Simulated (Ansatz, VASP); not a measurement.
**One calculation of ZnS, two programs**

```
Zn S
1.0
     0.00000    2.48828    2.81284
     2.48828    0.00000    2.81284
     2.48828    2.48828    0.00000
Zn S
1 1
Direct
  0.00000 0.00000 0.00000
  0.75000 0.75000 0.75000
```

Change from the starting cell: strain -0.080 along x and y, +0.040 along z, atoms carried along.

Alike in both runs: task single point; functional r2SCAN; k mesh 8 × 8 × 8; occupations gaussian, width 0.05 eV; no spin polarisation.

```csv
,VASP,Ansatz
version,VASP 6.6.1,Ansatz 0.2.0
potentials or method,"VASP PAW PBE potentials, release 64 (Zn, S), cutoff 520 eV","scalar-relativistic, plane waves, PAW"
valence electrons in the cell,18,18
```

Ansatz gave:

| Property | Result |
| --- | --- |
| gap on the k mesh at the Fermi level (eV) | 3.00 |
| least direct gap on the mesh (eV) | 3.00 |
| pressure (GPa) | 11.2 |
| traceless stress, the component that is largest in VASP (GPa) | -4.19 |

Task: Which values does VASP return?

Result: gap on the k mesh at the Fermi level (eV): 3.02; least direct gap on the mesh (eV): 3.02; pressure (GPa): 11.3; traceless stress, the component that is largest in VASP (GPa): -4.22.

VASP's potentials were made for PBE, not for r2SCAN. The functional is the same, so the differences come from potentials, cutoffs and numerics.
